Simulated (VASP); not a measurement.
# Pb8F15 (a cell with a defect) in VASP: electric field gradients with PBE

Aim: the electric field gradients of Pb8F15 (a cell with a defect) with PBE.

Program: VASP 6.6.1. These are calculated values, not measurements. Logs are shortened: lines on timing, memory, paths and dates and some standing lists are left out, and cuts for length are marked.

**1. The cell of the first run**

The cell holds a defect, 23 atoms: a = 8.366 Å, b = 8.366 Å, c = 8.366 Å, α = 60.00°, β = 60.00°, γ = 60.00°.

**2. Electric field gradients, PBE, collinear spin**

File INCAR:

```
PREC = Accurate
ENCUT = 520
EDIFF = 1E-8
ISMEAR = -1
SIGMA = 0.01
LREAL = Auto
LASPH = T
NELM = 150
ALGO = Normal
ISIF = 2
LWAVE = F
LCHARG = F
ISPIN = 2
MAGMOM = 0 0 0 0.5 0 0.5 0.5 0.5 0 0 0 0 0 0 0 0 0 0 0 0 0 0 0
LORBIT = 11
GGA = PE
LEFG = T
NBANDS = 130
```

File KPOINTS:

```
Automatic mesh
0
Gamma
  3 3 3
```

File POSCAR:

```
Pb8F15
1.0
    0.0000000000      5.9158968646      5.9158968646
    5.9158968646      0.0000000000      5.9158968646
    5.9158968646      5.9158968646      0.0000000000
Pb F
8 15
Direct
    0.0000000000      0.0000000000      0.0000000000
    0.0000000000      0.0000000000      0.5000000000
    0.0000000000      0.5000000000      0.0000000000
    0.0000000000      0.5000000000      0.5000000000
    0.5000000000      0.0000000000      0.0000000000
    0.5000000000      0.0000000000      0.5000000000
    0.5000000000      0.5000000000      0.0000000000
    0.5000000000      0.5000000000      0.5000000000
    0.3750000000      0.3750000000      0.8750000000
    0.3750000000      0.8750000000      0.3750000000
    0.3750000000      0.8750000000      0.8750000000
    0.8750000000      0.3750000000      0.3750000000
    0.8750000000      0.3750000000      0.8750000000
    0.8750000000      0.8750000000      0.3750000000
    0.8750000000      0.8750000000      0.8750000000
    0.1250000000      0.1250000000      0.1250000000
    0.1250000000      0.1250000000      0.6250000000
    0.1250000000      0.6250000000      0.1250000000
    0.1250000000      0.6250000000      0.6250000000
    0.6250000000      0.1250000000      0.1250000000
    0.6250000000      0.1250000000      0.6250000000
    0.6250000000      0.6250000000      0.1250000000
    0.6250000000      0.6250000000      0.6250000000
```

Potentials or basis: VASP PAW PBE potentials, release 64 (Pb_d, F).

On the command line:

```
> cat potpaw_PBE.64/Pb_d/POTCAR potpaw_PBE.64/F/POTCAR > POTCAR
> mpirun -np 1 vasp_std > vasp.out
```

OUTCAR:

```text
PREC = Accurate
   ENCUT = 520
   EDIFF = 1E-8
   ISMEAR = -1
   LREAL = Auto
   LASPH = T
   NELM = 150
   ISIF = 2
   ISPIN = 2
   LORBIT = 11
   GGA = PE

 ion  position               nearest neighbor table
   1  0.000  0.000  0.000-  14 2.56  17 2.56  11 2.56  15 2.56  16 2.56  13 2.56  18 2.56  20 2.56

   2  0.000  0.000  0.500-  15 2.56  16 2.56  14 2.56  10 2.56  12 2.56  17 2.56  19 2.56  21 2.56

   3  0.000  0.500  0.000-  12 2.56  19 2.56  13 2.56  15 2.56  16 2.56  18 2.56   9 2.56  22 2.56
[... 8 lines left out ...]
  10  0.375  0.875  0.375-   5 2.56   2 2.56   6 2.56   8 2.56
  11  0.375  0.875  0.875-   6 2.56   5 2.56   1 2.56   7 2.56
  12  0.875  0.375  0.375-   3 2.56   2 2.56   4 2.56   8 2.56
  13  0.875  0.375  0.875-   4 2.56   3 2.56   1 2.56   7 2.56
  14  0.875  0.875  0.375-   1 2.56   2 2.56   4 2.56   6 2.56
  15  0.875  0.875  0.875-   2 2.56   1 2.56   3 2.56   5 2.56
  16  0.125  0.125  0.125-   2 2.56   1 2.56   3 2.56   5 2.56
  17  0.125  0.125  0.625-   1 2.56   2 2.56   4 2.56   6 2.56
  18  0.125  0.625  0.125-   4 2.56   3 2.56   1 2.56   7 2.56
  19  0.125  0.625  0.625-   3 2.56   2 2.56   4 2.56   8 2.56
  20  0.625  0.125  0.125-   6 2.56   5 2.56   1 2.56   7 2.56
  21  0.625  0.125  0.625-   5 2.56   2 2.56   6 2.56   8 2.56
  22  0.625  0.625  0.125-   8 2.56   5 2.56   7 2.56   3 2.56
  23  0.625  0.625  0.625-   7 2.56   6 2.56   4 2.56   8 2.56

  LATTYP: Found a face centered cubic cell.
 ALAT       =    11.8317937292

  Lattice vectors:

 A1 = (   0.0000000000,   5.9158968646,   5.9158968646)
 A2 = (   5.9158968646,   0.0000000000,   5.9158968646)
 A3 = (   5.9158968646,   5.9158968646,   0.0000000000)

Analysis of symmetry for initial positions (statically):
=====================================================================
 Subroutine PRICEL returns:
 Original cell was already a primitive cell.

 Routine SETGRP: Setting up the symmetry group for a
 face centered cubic supercell.

 Subroutine GETGRP returns: Found 24 space group operations
 (whereof  6 operations were pure point group operations)
 out of a pool of 48 trial point group operations.

The static configuration has the point symmetry C_3v.
 The point group associated with its full space group is T_d .

Analysis of symmetry for dynamics (positions and initial velocities):
=====================================================================
 Subroutine PRICEL returns:
 Original cell was already a primitive cell.

 Routine SETGRP: Setting up the symmetry group for a
 face centered cubic supercell.

 Subroutine GETGRP returns: Found 24 space group operations
 (whereof  6 operations were pure point group operations)
 out of a pool of 48 trial point group operations.

The dynamic configuration has the point symmetry C_3v.
 The point group associated with its full space group is T_d .

Analysis of structural, dynamic, and magnetic symmetry:
=====================================================================
 Subroutine PRICEL returns:
 Original cell was already a primitive cell.

 Routine SETGRP: Setting up the symmetry group for a
 face centered cubic supercell.

 Subroutine GETGRP returns: Found 24 space group operations
 (whereof  6 operations were pure point group operations)
 out of a pool of 48 trial point group operations.

The overall configuration has the point symmetry C_3v.
 The point group associated with its full space group is T_d .

 Subroutine INISYM returns: Found 24 space group operations
 (whereof  6 operations are pure point group operations),
 and found     1 'primitive' translations

----------------------------------------------------------------------------------------

                                     Primitive cell

  volume of cell :     414.0872

  direct lattice vectors                    reciprocal lattice vectors
[... 150 lines left out ...]
  ext. energy  EPLUGINS =         0.00000000
  ---------------------------------------------------
  free energy    TOTEN  =      -107.86521767 eV

  energy without entropy =     -107.86366295  energy(sigma->0) =     -107.86444031

 E-fermi :   5.4503     XC(G=0):  -9.3415

 val. band max:        5.4502348446   @ k =   0.3333   0.3333   0.0000
 cond. band min:       5.5744166840   @ k =  -0.3333   0.3333   0.0000
 fundamental gap:      0.1241818394
 Fermi energy:         5.4502656743

 spin component 1

 k-point     1 :       0.0000    0.0000    0.0000
  band No.  band energies     occupation
      1     -19.2931      1.00000
      2     -19.0796      1.00000
      3     -19.0252      1.00000
      4     -19.0252      1.00000
      5     -19.0183      1.00000
      6     -19.0183      1.00000
[... 481 lines left out ...]
    119       8.2405      0.00000
    120       8.2897      0.00000
 Fermi energy:         5.4502656743

 spin component 2

 k-point     1 :       0.0000    0.0000    0.0000
  band No.  band energies     occupation
      1     -19.2911      1.00000
      2     -19.0736      1.00000
      3     -19.0240      1.00000
      4     -19.0240      1.00000
      5     -19.0171      1.00000
      6     -19.0171      1.00000
[... 481 lines left out ...]
    119       8.2465      0.00000
    120       8.3080      0.00000
 [bands above 120 left out]

------------------------ aborting loop because EDIFF is reached ----------------------------------------

  FORCE on cell =-STRESS in cart. coord.  units (eV):
  Direction    XX          YY          ZZ          XY          YZ          ZX
  --------------------------------------------------------------------------------------
  -------------------------------------------------------------------------------------
  Total        6.4810256      6.4810256      6.4810256     -0.0000000      0.0000000      0.0000000
  in kB       25.0762472     25.0762472     25.0762472     -0.0000000      0.0000000      0.0000000
  external PRESSURE =      25.0762472 kB  Pullay stress =       0.0000000 kB

 VOLUME and BASIS-vectors are now :
 -----------------------------------------------------------------------------
  energy-cutoff  :      520.00
  volume of cell :      414.09
      direct lattice vectors                 reciprocal lattice vectors
     0.000000000  5.915896865  5.915896865    -0.084518039  0.084518039  0.084518039
     5.915896865  0.000000000  5.915896865     0.084518039 -0.084518039  0.084518039
     5.915896865  5.915896865  0.000000000     0.084518039  0.084518039 -0.084518039

 POSITION                                       TOTAL-FORCE (eV/Angst)
 -----------------------------------------------------------------------------------
      0.00000      0.00000      0.00000         0.000179      0.000179      0.000179
      2.95795      2.95795      0.00000        -0.000179     -0.000179      0.000179
      2.95795      0.00000      2.95795        -0.000179      0.000179     -0.000179
      5.91590      2.95795      2.95795        -0.087076      0.087076      0.087076
      0.00000      2.95795      2.95795         0.000179     -0.000179     -0.000179
      2.95795      5.91590      2.95795         0.087076     -0.087076      0.087076
[... 15 lines left out ...]
      4.43692      4.43692      7.39487         0.000000      0.000000      0.046073
      7.39487      7.39487      7.39487         0.000000      0.000000      0.000000
 -----------------------------------------------------------------------------------
    total drift:                               -0.000000     -0.000000     -0.000000

  FREE ENERGIE OF THE ION-ELECTRON SYSTEM (eV)
  ---------------------------------------------------
  free  energy   TOTEN  =      -107.8652176693 eV

  energy  without entropy=     -107.8636629491  energy(sigma->0) =     -107.86444031

 Electric field gradients (V/A^2)
---------------------------------------------------------------------
 ion       V_xx      V_yy      V_zz      V_xy      V_xz      V_yz
---------------------------------------------------------------------
   1       0.000     0.000    -0.000    -8.499    -8.499    -8.499
   2      -0.000    -0.000     0.000    -8.499     8.496     8.496
   3      -0.000     0.000    -0.000     8.496    -8.499     8.496
   4      -0.000     0.000     0.000   110.247   110.247  -110.249
   5       0.000    -0.000    -0.000     8.496     8.496    -8.499
   6       0.000    -0.000     0.000   110.247  -110.249   110.247
[... 15 lines left out ...]
  22      -0.539    -0.539     1.078     0.451     0.001     0.001
  23      -0.000    -0.000    -0.000     0.001     0.001     0.001
---------------------------------------------------------------------

 Electric field gradients after diagonalization (V/A^2)
 (convention: |V_zz| > |V_xx| > |V_yy|)
----------------------------------------------------------------------
 ion       V_xx      V_yy      V_zz     asymmetry (V_yy - V_xx)/ V_zz
----------------------------------------------------------------------
   1       8.499     8.499   -16.997       0.000
   2       8.499     8.495   -16.994       0.000
   3       8.499     8.495   -16.994       0.000
   4     110.249   110.246  -220.496       0.000
   5       8.499     8.495   -16.994       0.000
   6     110.249   110.246  -220.496       0.000
[... 15 lines left out ...]
  22      -0.990    -0.088     1.078       0.838
  23      -0.001    -0.001     0.003       0.000
----------------------------------------------------------------------

           NMR quadrupolar parameters

 Cq : quadrupolar parameter    Cq=e*Q*V_zz/h
 eta: asymmetry parameters     (V_yy - V_xx)/ V_zz
 Q  : nuclear electric quadrupole moment in mb (millibarn)
----------------------------------------------------------------------
 ion       Cq(MHz)       eta       Q (mb)
----------------------------------------------------------------------
   1      -0.041       0.000       1.000
   2      -0.041       0.000       1.000
   3      -0.041       0.000       1.000
   4      -0.533       0.000       1.000
   5      -0.041       0.000       1.000
   6      -0.533       0.000       1.000
[... 15 lines left out ...]
  22       0.003       0.838       1.000
  23       0.000       0.000       1.000
----------------------------------------------------------------------

 total charge

# of ion       s       p       d       tot
------------------------------------------
    1        1.555   0.290   9.867  11.713
    2        1.555   0.290   9.867  11.713
    3        1.555   0.290   9.867  11.713
    4        1.529   0.336   9.859  11.724
    5        1.555   0.290   9.867  11.713
    6        1.529   0.336   9.859  11.724
[... 15 lines left out ...]
   22        1.743   4.324   0.000   6.067
   23        1.751   4.303   0.000   6.054
--------------------------------------------------
tot         38.487  67.359  78.905 184.750

 magnetization (x)

# of ion       s       p       d       tot
------------------------------------------
    1        0.000   0.000   0.000   0.000
    2        0.000   0.000   0.000   0.000
    3        0.000   0.000   0.000   0.000
    4        0.001   0.007   0.000   0.008
    5        0.000   0.000   0.000   0.000
    6        0.001   0.007   0.000   0.008
[... 15 lines left out ...]
   22        0.000   0.001   0.000   0.001
   23        0.001   0.003   0.000   0.004
--------------------------------------------------
tot          0.005   0.038   0.001   0.044
```

It took 23 min on 1 thread of Intel Xeon Platinum 8259CL at 2.50GHz (Skylake/Cascade Lake), shared host; peak memory 0.89 GiB.

Results:

- Free energy: -107.8652 eV
- Pressure: 2.5 GPa
- Largest force: 0.151 eV/Å
- Net moment: 0.11 μB per cell
- Valence electrons inside the program's atomic spheres: Pb 11.71, 11.72; F 6.07, 6.05

Forces in eV/Å, atoms in the order of the input:
```
Pb   0.000  0.000  0.000
Pb   0.000  0.000  0.000
Pb   0.000  0.000  0.000
Pb  -0.087  0.087  0.087
Pb   0.000  0.000  0.000
Pb   0.087 -0.087  0.087
Pb   0.087  0.087 -0.087
Pb  -0.087 -0.087 -0.087
F    0.000  0.000  0.003
F    0.000  0.003  0.000
F   -0.003  0.000  0.000
F    0.003  0.000  0.000
F    0.000 -0.003  0.000
F    0.000  0.000 -0.003
F    0.000  0.000  0.000
F    0.000  0.000  0.000
F    0.000  0.000 -0.046
F    0.000 -0.046  0.000
F    0.046  0.000  0.000
F   -0.046  0.000  0.000
F    0.000  0.046  0.000
F    0.000  0.000  0.046
F    0.000  0.000  0.000
```

Levels at points of the mesh, in eV from the Fermi level:
Spin up:
| k point | band 107 | band 108 | band 109 | band 110 | band 111 | band 112 |
| --- | --- | --- | --- | --- | --- | --- |
| (0.00, 0.00, 0.00) | -3.69 | -3.68 | -0.58 | 0.81 | 0.81 | 1.10 |
Spin down:
```
           k point  band 106  band 107  band 108  band 109  band 110  band 111  band 112  band 113
(0.00, 0.00, 0.00)     -3.69     -3.69     -3.68     -0.51      0.81      0.81      1.12      1.12
```

Electric field gradients, principal values (V/Å²):
```
atom    least   middle  greatest (by size)
1 Pb    8.499    8.499             -16.997
2 Pb    8.495    8.499             -16.994
3 Pb    8.495    8.499             -16.994
4 Pb  110.246  110.249            -220.496
5 Pb    8.495    8.499             -16.994
6 Pb  110.246  110.249            -220.496
7 Pb  110.246  110.249            -220.496
8 Pb  110.249  110.249            -220.499
 9 F   -1.351   -1.516               2.867
10 F   -1.351   -1.516               2.867
11 F   -1.351   -1.514               2.865
12 F   -1.351   -1.516               2.867
13 F   -1.351   -1.514               2.865
14 F   -1.351   -1.514               2.865
15 F   -0.001   -0.001               0.003
16 F   -0.001   -0.001               0.003
17 F   -0.090   -0.987               1.078
18 F   -0.090   -0.987               1.078
19 F   -0.088   -0.990               1.078
20 F   -0.090   -0.987               1.078
21 F   -0.088   -0.990               1.078
22 F   -0.088   -0.990               1.078
23 F   -0.001   -0.001               0.003
```

Caveat: without QUAD_EFG the Cq values of the log hold for a quadrupole moment of 1 mb, not for the nuclei; spin-orbit coupling is left out, which moves the levels of the heavy elements.
